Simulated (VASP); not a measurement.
Set up this calculation in VASP 6.6.1, as the native input.

| Property | Result |
| --- | --- |
| Task | single point |
| Functional | PBEsol |
| Potentials or basis | VASP PAW PBE potentials, release 64 (Al, Sn_d) |
| Cutoff | 520 eV |
| k mesh | 10 × 10 × 11 |
| Occupations | fermi-dirac, width 0.05 eV |
| Spin | no spin polarisation |
| Dipole correction | no |
| Further INCAR settings | ALGO = Normal; EDIFF = 1e-07; NBANDS = 16 |

The structure of AlSn lies in POSCAR:

```
AlSn
1.0
    4.1981056157      0.0000000000      0.0000000000
   -2.0990528078      3.6356661109      0.0000000000
    0.0000000000      0.0000000000      3.3068470000
Al Sn
1 1
Direct
    0.0000000000      0.0000000000      0.0000000000
    0.3333333333      0.6666666667      0.5000000000
```

One way to write it, as run:

INCAR

```
ALGO     = Normal         # electronic algorithm
EDIFF    = 1E-7           # SCF threshold, eV
ENCUT    = 520            # plane-wave cutoff, eV
GGA      = PS             # functional
ISIF     = 2              # what is computed and relaxed
ISMEAR   = -1             # smearing method
LASPH    = T              # aspherical terms in the spheres
LCHARG   = T              # write CHGCAR
LELF     = T              # ELF
LREAL    = F              # projectors in reciprocal space
LVHAR    = T            
LWAVE    = F              # write WAVECAR
NBANDS   = 16             # bands
NELM     = 80             # most SCF steps
PREC     = Accurate       # precision mode
SIGMA    = 0.05           # smearing width, eV
```

KPOINTS

```
k-points
0
Gamma
  10 10 11
```

Potentials or basis: VASP PAW PBE potentials, release 64 (Al, Sn_d).

Launch:

```console
$ cat potpaw_PBE.64/Al/POTCAR potpaw_PBE.64/Sn_d/POTCAR > POTCAR
$ mpirun -np 1 vasp_std > vasp.out
```

Results of the run:

The pressure is -2.0 GPa. The band gap on the k mesh is zero (an odd number of electrons rules out a gap without spin polarisation).

Caveat: the PAW data sets were made with another functional, which shifts forces and pressure a little; spin-orbit coupling is left out, which moves the levels of the heavy elements.

It took 88 s on 1 thread of AMD EPYC 7R13 (shared host), peak memory 0.19 GiB.
